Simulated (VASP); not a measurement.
# Al9H in VASP: further runs

Runs on Al9H. Level: PBE. Tasks: single point.

Program: VASP 6.6.1. These are calculated values, not measurements. Logs are shortened: lines on timing, memory, paths and dates and some standing lists are left out, and cuts for length are marked.

## Step 1: The cell of the first run

The cell holds a slab with vacuum, 20 atoms: a = 5.707 Å, b = 9.806 Å, c = 22.790 Å, α = 90.00°, β = 90.00°, γ = 98.37°.

## Step 2: Single point, PBE

Contents of INCAR:

```
SYSTEM = Al9H
PREC = Accurate
ENCUT = 520
EDIFF = 1E-7
ISMEAR = 0
SIGMA = 0.1
LREAL = Auto
LASPH = .True.
NELM = 100
ALGO = Normal
ISIF = 2
LWAVE = .False.
LCHARG = .False.
LDIPOL = .True.
IDIPOL = 3
DIPOL = 0.5 0.5 0.297
GGA = PE
NBANDS = 44
```

Contents of KPOINTS:

```
Automatic mesh
0
Gamma
  5 3 1
  0 0 0
```

Contents of POSCAR:

```
Al9H
1.0
    5.7070863106      0.0000000000      0.0000000000
   -1.4267715776      9.7014842380      0.0000000000
    0.0000000000      0.0000000000     22.7903703519
Al H
18 2
Direct
    0.2662216041      0.0648864163      0.1755127248
    0.7662216041      0.0648864163      0.1755127248
    0.3354806058      0.3419224231      0.2192029854
    0.8354806058      0.3419224231      0.2192029854
    0.1493324061      0.5973296244      0.2279410375
    0.6493324061      0.5973296244      0.2279410375
    0.4631842064      0.8527368258      0.2366790896
    0.9631842065      0.8527368258      0.2366790896
    0.0319772093      0.1277109169      0.2808262502
    0.5319772093      0.1277109169      0.2808262502
    0.0997917601      0.4042231294      0.3301071124
    0.5997917601      0.4042231294      0.3301071124
    0.4144000537      0.6596656514      0.3369822081
    0.9144000537      0.6596656514      0.3369822081
    0.2263076916      0.9110819252      0.3449259130
    0.7263076916      0.9110819252      0.3449259130
    0.2962427243      0.1814072004      0.3857054631
    0.7962427243      0.1814072004      0.3857054631
    0.6062643800      0.3863895871      0.4335326807
    0.6062643800      0.4628746302      0.4335326807
```

Potentials or basis: VASP PAW PBE potentials, release 64 (Al, H).

Started as:

```console
$ cat potpaw_PBE.64/Al/POTCAR potpaw_PBE.64/H/POTCAR > POTCAR
$ mpirun -np 1 vasp_std > vasp.out
```

OUTCAR:

```text
SYSTEM = Al9H
   PREC = Accurate
   ENCUT = 520
   EDIFF = 1E-7
   ISMEAR = 0
   LREAL = Auto
   LASPH = .True.
   NELM = 100
   ISIF = 2
   GGA = PE

 ion  position               nearest neighbor table
   1  0.266  0.065  0.176-   2 2.85   2 2.85   9 2.86  10 2.86   7 2.87   8 2.87   3 2.87
   2  0.766  0.065  0.176-   1 2.85   1 2.85  10 2.86   9 2.86   8 2.87   7 2.87   4 2.87
   3  0.335  0.342  0.219-   4 2.85   4 2.85   6 2.87   5 2.87   1 2.87   9 2.89  10 2.89  12 2.96
                            11 2.97
   4  0.835  0.342  0.219-   3 2.85   3 2.85   5 2.87   6 2.87   2 2.87  10 2.89   9 2.89  11 2.96
                            12 2.97
   5  0.149  0.597  0.228-   6 2.85   6 2.85   4 2.87   3 2.87   8 2.87   7 2.87  13 2.93  14 2.93
                            11 2.99
   6  0.649  0.597  0.228-   5 2.85   5 2.85   3 2.87   4 2.87   7 2.87   8 2.87  14 2.93  13 2.93
                            12 2.99
   7  0.463  0.853  0.237-  10 2.85   8 2.85   8 2.85   1 2.87   2 2.87   5 2.87   6 2.87  16 2.90
                            15 2.91  13 2.96
   8  0.963  0.853  0.237-   9 2.85   7 2.85   7 2.85   1 2.87   2 2.87   5 2.87   6 2.87  15 2.90
                            16 2.91  14 2.96
   9  0.032  0.128  0.281-  18 2.83  17 2.83   8 2.85  10 2.85  10 2.85   1 2.86   2 2.86   3 2.89
                             4 2.89  11 2.91  15 2.93  16 2.93
  10  0.532  0.128  0.281-  17 2.83  18 2.83   7 2.85   9 2.85   9 2.85   2 2.86   1 2.86   4 2.89
                             3 2.89  12 2.91  16 2.93  15 2.93
  11  0.100  0.404  0.330-  12 2.85  12 2.85  14 2.86  13 2.87  18 2.88  17 2.89   9 2.91   4 2.96
                             3 2.97   5 2.99
  12  0.600  0.404  0.330-  11 2.85  11 2.85  13 2.86  14 2.87  17 2.88  18 2.89  10 2.91   3 2.96
                             4 2.97   6 2.99
  13  0.414  0.660  0.337-  16 2.83  15 2.83  14 2.85  14 2.85  12 2.86  11 2.87   5 2.93   6 2.93
                             7 2.96
  14  0.914  0.660  0.337-  15 2.83  16 2.83  13 2.85  13 2.85  11 2.86  12 2.87   6 2.93   5 2.93
                             8 2.96
  15  0.226  0.911  0.345-  17 2.78  14 2.83  13 2.83  16 2.85  16 2.85   8 2.90   7 2.91   9 2.93
                            10 2.93
  16  0.726  0.911  0.345-  18 2.78  13 2.83  14 2.83  15 2.85  15 2.85   7 2.90   8 2.91  10 2.93
                             9 2.93
  17  0.296  0.181  0.386-  15 2.78  10 2.83   9 2.83  18 2.85  18 2.85  12 2.88  11 2.89
  18  0.796  0.181  0.386-  16 2.78   9 2.83  10 2.83  17 2.85  17 2.85  11 2.88  12 2.89
  19  0.606  0.386  0.434-  20 0.75
  20  0.606  0.463  0.434-  19 0.75

  LATTYP: Found a simple monoclinic cell.
 ALAT       =     5.7070863106
 B/A-ratio  =     3.9933460108
 C/A-ratio  =     1.7181865166
 COS(beta)  =    -0.1455022476

  Lattice vectors:

 A1 = (   5.7070863106,   0.0000000000,   0.0000000000)
 A2 = (   0.0000000000,   0.0000000000, -22.7903703519)
 A3 = (  -1.4267715776,   9.7014842380,   0.0000000000)

Analysis of symmetry for initial positions (statically):
=====================================================================
 Subroutine PRICEL returns:
 Original cell was already a primitive cell.

 Routine SETGRP: Setting up the symmetry group for a
 simple monoclinic supercell.

 Subroutine GETGRP returns: Found  1 space group operations
 (whereof  1 operations were pure point group operations)
 out of a pool of  4 trial point group operations.

The static configuration has the point symmetry C_1 .

Analysis of symmetry for dynamics (positions and initial velocities):
=====================================================================
 Subroutine PRICEL returns:
 Original cell was already a primitive cell.

 Routine SETGRP: Setting up the symmetry group for a
 simple monoclinic supercell.

 Subroutine GETGRP returns: Found  1 space group operations
 (whereof  1 operations were pure point group operations)
 out of a pool of  4 trial point group operations.

The dynamic configuration has the point symmetry C_1 .

 Subroutine INISYM returns: Found  1 space group operations
 (whereof  1 operations are pure point group operations),
 and found     1 'primitive' translations

----------------------------------------------------------------------------------------

                                     Primitive cell

  volume of cell :    1261.8392

  direct lattice vectors                    reciprocal lattice vectors
     5.707086311  0.000000000  0.000000000     0.175220760  0.025769253  0.000000000
    -1.426771578  9.701484238  0.000000000     0.000000000  0.103077011  0.000000000
     0.000000000  0.000000000 22.790370352     0.000000000  0.000000000  0.043878181
[... 63 lines left out ...]

  Length of vectors
     0.035421106  0.034359004  0.043878181

  Shift w.r.t. Gamma in fractional coordinates (k-lattice)
     0.000000000  0.000000000  0.000000000

 Subroutine IBZKPT returns following result:
 ===========================================

 Found      8 irreducible k-points:

 Following reciprocal coordinates:
            Coordinates               Weight
  0.000000  0.000000  0.000000      1.000000
  0.200000 -0.000000  0.000000      2.000000
  0.400000 -0.000000  0.000000      2.000000
  0.000000  0.333333  0.000000      2.000000
  0.200000  0.333333  0.000000      2.000000
  0.400000  0.333333  0.000000      2.000000
 -0.400000  0.333333  0.000000      2.000000
 -0.200000  0.333333  0.000000      2.000000
   k-points           NKPTS =      8   k-points in BZ     NKDIM =      8   number of bands    NBANDS=     44
   number of dos      NEDOS =    301   number of ions     NIONS =     20
   total plane-waves  NPLWV = 604800
   dimension x,y,z NGX =    42 NGY =   80 NGZ =  180
   dimension x,y,z NGXF=    84 NGYF=  160 NGZF=  360
   ions per type =              18   2
   NGX,Y,Z   is equivalent  to a cutoff of  12.23, 13.56, 13.13 a.u.
   NGXF,Y,Z  is equivalent  to a cutoff of  24.47, 27.13, 26.26 a.u.
 SYSTEM =  Al9H
   PREC   = accura    normal or accurate (medium, high low for compatibility)
   ISTART =      0    job   : 0-new  1-cont  2-samecut
   ICHARG =      2    charge: 1-file 2-atom 10-const
   ISPIN  =      1    spin polarized calculation?
   LNONCOLLINEAR =      F non collinear calculations
   LSORBIT =      F    spin-orbit coupling
   LASPH  =      T    aspherical Exc in radial PAW
   ENCUT  =  520.0 eV  38.22 Ry    6.18 a.u.  10.61 18.23 42.37*2*pi/ulx,y,z
   NELM   =    100;   NELMIN=  2; NELMDL= -5     # of ELM steps
   EDIFF  = 0.1E-06   stopping-criterion for ELM
   LREAL  =      T    real-space projection
   EDIFFG = 0.1E-05   stopping-criterion for IOM
   NSW    =      0    number of steps for IOM
   IBRION =     -1    ionic relax: 0-MD 1-quasi-New 2-CG
   NFREE  =      0    steps in history (QN), initial steepest desc. (CG)
   ISIF   =      2    stress and relaxation
   ISYM   =      2    0-nonsym 1-usesym 2-fastsym
   POTIM  = 0.5000    time-step for ionic-motion
   TEBEG  =    0.0;   TEEND  =   0.0 temperature during run
   PSTRESS=    0.0 pullay stress
   NELECT =      56.0000    total number of electrons
   NUPDOWN=      -1.0000    fix difference up-down
   EMIN   =  10.00;   EMAX   =-10.00  energy-range for DOS
   EFERMI =   0.00;   METHOD = LEGACY
   ISMEAR =     0;   SIGMA  =   0.10  broadening in eV -4-tet -1-fermi 0-gaus
   EFERMI_NEDOS =   21; number of points for ismear=-14 and -15
   IALGO  =     38    algorithm
   IMIX   =      4    mixing-type and parameters
     AMIX     =   0.40;   BMIX     =  1.00
     AMIX_MAG =   1.60;   BMIX_MAG =  1.00
  volume/ion in A,a.u.               =      63.09       425.77
  Fermi-wavevector in a.u.,A,eV,Ry     =   0.579610  1.095305  4.570853  0.335948
  Thomas-Fermi vector in A             =   1.623387
   LORBIT       =      0    0 simple, 1 ext, 2 COOP (PROOUT), +10 PAW based schemes
   GGA     = PE    functional components
   LHFCALC =     F    Hartree Fock is set to
   AEXX    =    0.0000 exact exchange contribution
   IVDW    =     0    specifies the selected vdW correction
   LEPSILON=     F    determine dielectric tensor
   LRPA    =     F    only Hartree local field effects (RPA)
 non-spin polarized calculation
 Gauss-broadening in eV      SIGMA  =   0.10
  energy-cutoff  :      520.00
  volume of cell :     1261.84
 maximum number of plane-waves:     34010
   NGX = 21   NGY = 37   NGZ = 85

 dipolmoment           0.000000      0.000000      0.066430 electrons x Angstroem

 number of electron      56.0000000 magnetization

 dipolmoment           0.000000      0.000000     -0.027239 electrons x Angstroem

 Free energy of the ion-electron system (eV)
  ---------------------------------------------------
  ext. energy  EPLUGINS =         0.00000000
  ---------------------------------------------------
  free energy    TOTEN  =       -67.66245327 eV

  energy without entropy =      -67.61322071  energy(sigma->0) =      -67.63783699

 E-fermi :  -1.1773     XC(G=0):  -3.3565

 val. band max:       -1.1867598414   @ k =  -0.2000   0.3333   0.0000
 cond. band min:      -1.1696271646   @ k =   0.2000  -0.0000   0.0000
 fundamental gap:      0.0171326769
 Fermi energy:        -1.1773497169

 k-point     1 :       0.0000    0.0000    0.0000
  band No.  band energies     occupation
      1     -11.2678      2.00000
      2      -9.7622      2.00000
      3      -9.7039      2.00000
      4      -9.2136      2.00000
      5      -8.4909      2.00000
      6      -7.1527      2.00000
[... 333 lines left out ...]
     39       0.9588      0.00000
     40       1.0770      0.00000
 [bands above 40 left out]

------------------------ aborting loop because EDIFF is reached ----------------------------------------

 vacuum level on the upper side and lower side of the slab       (xc-potential included)        -0.081         0.007

  FORCE on cell =-STRESS in cart. coord.  units (eV):
  Direction    XX          YY          ZZ          XY          YZ          ZX
  --------------------------------------------------------------------------------------
  -------------------------------------------------------------------------------------
  Total      -11.9238154    -11.5748854      1.4878839      0.1154895      0.1055819      0.0374911
  in kB      -15.1398587    -14.6968166      1.8891899      0.1466389      0.1340590      0.0476031
  external PRESSURE =      -9.3158285 kB  Pullay stress =       0.0000000 kB

 VOLUME and BASIS-vectors are now :
 -----------------------------------------------------------------------------
  energy-cutoff  :      520.00
  volume of cell :     1261.84
      direct lattice vectors                 reciprocal lattice vectors
     5.707086311  0.000000000  0.000000000     0.175220760  0.025769253  0.000000000
    -1.426771578  9.701484238  0.000000000     0.000000000  0.103077011  0.000000000
     0.000000000  0.000000000 22.790370352     0.000000000  0.000000000  0.043878181

 POSITION                                       TOTAL-FORCE (eV/Angst)
 -----------------------------------------------------------------------------------
      1.42677      0.62949      4.00000        -0.039319      0.128303      0.022395
      4.28031      0.62949      4.00000         0.028433      0.146238      0.012064
      1.42677      3.31715      4.99572         0.015465      0.030575      0.034597
      4.28031      3.31715      4.99572        -0.003410      0.023719      0.022507
      0.00000      5.79498      5.19486         0.000261     -0.110078      0.041512
      2.85354      5.79498      5.19486        -0.005260     -0.094876      0.016494
[... 12 lines left out ...]
      2.90871      3.74855      9.88037         0.062106     -0.330143      0.387991
      2.79959      4.49057      9.88037        -0.056152      0.673469      0.312099
 -----------------------------------------------------------------------------------
    total drift:                               -0.007981     -0.032390     -0.007146

  FREE ENERGIE OF THE ION-ELECTRON SYSTEM (eV)
  ---------------------------------------------------
  free  energy   TOTEN  =       -67.6624532705 eV

  energy  without entropy=      -67.6132207053  energy(sigma->0) =      -67.63783699

 vacuum level on the upper side and lower side of the slab         2.891         2.981
```

Run time: 37 min. Hardware: 1 thread of Intel Xeon 8259CL, shared host; peak memory 1.2 GiB.

What came out:

```yaml
Free_energy: -67.6625 eV
Largest_force: 0.744 eV/Å
Band_gap_on_the_k_mesh: zero (bands 28 and 29 overlap by 0.71 eV)
```

Forces in eV/Å, atoms in the order of the input:
```
Al  -0.039  0.128  0.022
Al   0.028  0.146  0.012
Al   0.015  0.031  0.035
Al  -0.003  0.024  0.023
Al   0.000 -0.110  0.042
Al  -0.005 -0.095  0.016
Al  -0.003 -0.089 -0.138
Al   0.006 -0.078 -0.119
Al  -0.004  0.018  0.007
Al  -0.004  0.033 -0.016
Al   0.017 -0.021 -0.002
Al  -0.008 -0.030 -0.287
Al  -0.020 -0.042 -0.044
Al   0.006 -0.036 -0.052
Al   0.005  0.027 -0.013
Al  -0.004  0.042 -0.001
Al  -0.035 -0.138 -0.090
Al   0.042 -0.152 -0.093
H    0.062 -0.330  0.388
H   -0.056  0.673  0.312
```

Levels at points of the mesh, in eV from the Fermi level:
| k point | band 25 | band 26 | band 27 | band 28 | band 29 | band 30 | band 31 | band 32 |
| --- | --- | --- | --- | --- | --- | --- | --- | --- |
| (0.00, 0.00, 0.00) | -1.10 | -1.07 | -0.95 | -0.62 | -0.57 | -0.28 | 0.11 | 0.94 |

## Step 3: Single point, PBE

Contents of INCAR:

```
SYSTEM = Al9H
PREC = Accurate
ENCUT = 520
EDIFF = 1E-6
ISMEAR = 0
SIGMA = 0.1
LREAL = Auto
LASPH = .True.
NELM = 60
ALGO = Normal
ISIF = 2
LWAVE = .False.
LCHARG = .False.
LDIPOL = .True.
IDIPOL = 3
DIPOL = 0.5 0.5 0.300
GGA = PE
NBANDS = 44
```

KPOINTS is that of step 2.

POSCAR: that of step 2 with these lines changed.

```diff
@@ -26,3 +26,3 @@
     0.7962427243      0.1814072004      0.3857054631
-    0.6062643800      0.3863895871      0.4335326807
-    0.6062643800      0.4628746302      0.4335326807
+    0.6062643800      0.3863895871      0.4616147166
+    0.6062643800      0.4628746302      0.4616147166
```

Potentials or basis: VASP PAW PBE potentials, release 64 (Al, H).

Started as:

```console
$ cat potpaw_PBE.64/Al/POTCAR potpaw_PBE.64/H/POTCAR > POTCAR
$ mpirun -np 1 vasp_std > vasp.out
```

It took 33 min on 1 thread of Intel Xeon 8259CL, shared host; peak memory 1.2 GiB.

It converged, with:

```yaml
Free_energy: -67.9468 eV
Largest_force: 0.267 eV/Å
Band_gap_on_the_k_mesh: zero (bands 28 and 29 overlap by 0.73 eV)
```

Forces in eV/Å, atoms in the order of the input:
```
Al  -0.012  0.140  0.025
Al  -0.001  0.146  0.024
Al   0.021  0.038  0.064
Al  -0.010  0.036  0.056
Al   0.002 -0.087  0.036
Al  -0.005 -0.091  0.023
Al   0.000 -0.093 -0.128
Al   0.004 -0.089 -0.119
Al  -0.001  0.010  0.001
Al  -0.001  0.011 -0.018
Al   0.009 -0.015  0.004
Al  -0.001 -0.024 -0.097
Al  -0.004 -0.026 -0.008
Al  -0.006 -0.023 -0.012
Al   0.001  0.008 -0.005
Al  -0.004  0.015 -0.002
Al  -0.002 -0.044 -0.040
Al   0.009 -0.052 -0.040
H    0.019 -0.093  0.107
H   -0.017  0.233  0.128
```

Levels at points of the mesh, in eV from the Fermi level:
| k point | band 24 | band 25 | band 26 | band 27 | band 28 | band 29 | band 30 | band 31 | band 32 | band 33 |
| --- | --- | --- | --- | --- | --- | --- | --- | --- | --- | --- |
| (0.00, 0.00, 0.00) | -1.50 | -1.11 | -1.08 | -0.94 | -0.62 | -0.58 | -0.27 | 0.11 | 0.95 | 1.25 |

## Step 4: Single point, PBE

Contents of INCAR:

```
SYSTEM = Al9H
PREC = Accurate ; ENCUT = 520
EDIFF = 1E-6 ; ISMEAR = 0
SIGMA = 0.1 ; LREAL = Auto
LASPH = .True. ; NELM = 80
ALGO = Normal ; ISIF = 2
LWAVE = .False. ; LCHARG = .False.
LDIPOL = .True. ; IDIPOL = 3
DIPOL = 0.5 0.5 0.304 ; GGA = PE
NBANDS = 44
```

Contents of KPOINTS:

```
regular mesh
0
Gamma
  5 3 1
  0 0 0
```

POSCAR: that of step 3 with these lines changed.

```diff
@@ -26,3 +26,3 @@
     0.7962427243      0.1814072004      0.3857054631
-    0.6062643800      0.3863895871      0.4616147166
-    0.6062643800      0.4628746302      0.4616147166
+    0.6062643800      0.3863895871      0.4997887343
+    0.6062643800      0.4628746302      0.4997887343
```

Started as:

```console
$ cat potpaw_PBE.64/Al/POTCAR potpaw_PBE.64/H/POTCAR > POTCAR
$ mpirun -np 1 vasp_std > vasp.out
```

Run time: 32 min. Hardware: 1 thread of Intel Xeon 8259CL, shared host; peak memory 1.2 GiB.

The run converged. Its results:

```yaml
Free_energy: -68.0324 eV
Largest_force: 0.156 eV/Å
Band_gap_on_the_k_mesh: zero (bands 28 and 29 overlap by 0.73 eV)
```

Forces in eV/Å, atoms in the order of the input:
```
Al  -0.006  0.152  0.031
Al  -0.007  0.152  0.031
Al   0.010  0.035  0.064
Al   0.001  0.036  0.063
Al   0.000 -0.076  0.031
Al  -0.002 -0.078  0.029
Al   0.002 -0.098 -0.121
Al   0.003 -0.098 -0.119
Al   0.000  0.008 -0.002
Al   0.000  0.008 -0.007
Al   0.005 -0.012  0.002
Al   0.003 -0.014 -0.008
Al  -0.004 -0.012 -0.003
Al  -0.005 -0.012 -0.003
Al  -0.002  0.002  0.000
Al  -0.003  0.003  0.000
Al   0.003 -0.009 -0.005
Al   0.002 -0.011 -0.006
H    0.005 -0.028  0.001
H   -0.004  0.052  0.021
```

Levels at points of the mesh, in eV from the Fermi level:
```csv
k point,band 26,band 27,band 28,band 29,band 30,band 31
"(0.00, 0.00, 0.00)",-1.08,-0.94,-0.62,-0.58,-0.27,0.11
```

## Step 5: Overview

| cell | gap on the mesh (eV) | largest force (eV/Å) |
| --- | --- | --- |
| as given, atomic positions A | none | 0.74 |
| as given, atomic positions B | none | 0.27 |
| as given, atomic positions C | none | 0.16 |

Alike in all rows: task single point; level PBE; potentials or basis VASP PAW PBE potentials, release 64 (Al, H); no spin polarisation; k mesh 5 × 3 × 1; cutoff (eV) 520; smearing gaussian 0.1 eV.

Total energies depend on the potentials used, so only differences within one code and one set of settings carry meaning.
